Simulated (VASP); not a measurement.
**CaO: single point with PBE**

The system is CaO.

```
Ca O
1.0
     0.00000    2.39943    2.39943
     2.39943    0.00000    2.39943
     2.39943    2.39943    0.00000
Ca O
1 1
Cartesian
  0.0000 0.0000 0.0000
  2.3994 2.3994 2.3994
```

This cell differs from its parent crystal: volume scaled by 0.9405.

```json
{"Program": "VASP 6.6.1", "Task": "single point", "Functional": "PBE", "Potentials or basis": "VASP PAW PBE potentials, release 64 (Ca_sv, O)", "Cutoff": "520 eV", "k mesh": "11 × 11 × 11", "Occupations": "fermi-dirac, width 0.02 eV", "Spin": "no spin polarisation"}
```

| Quantity | Value |
| --- | --- |
| Pressure | 2.8 GPa |
| Band gap on the k mesh | 3.67 eV, indirect (least direct gap 4.05 eV) |

Levels at points of the mesh, in eV from the valence-band top:
| k point | band 5 | band 6 | band 7 | band 8 | band 9 | band 10 | band 11 | band 12 |
| --- | --- | --- | --- | --- | --- | --- | --- | --- |
| (0.00, 0.00, 0.00) | -15.54 | 0.00 | 0.00 | 0.00 | 4.75 | 6.24 | 6.24 | 6.24 |

Run time: 43 s on 1 thread of Intel Xeon 8259CL, on a shared host, peak memory 0.17 GiB.

 A k mesh can miss the band edges.
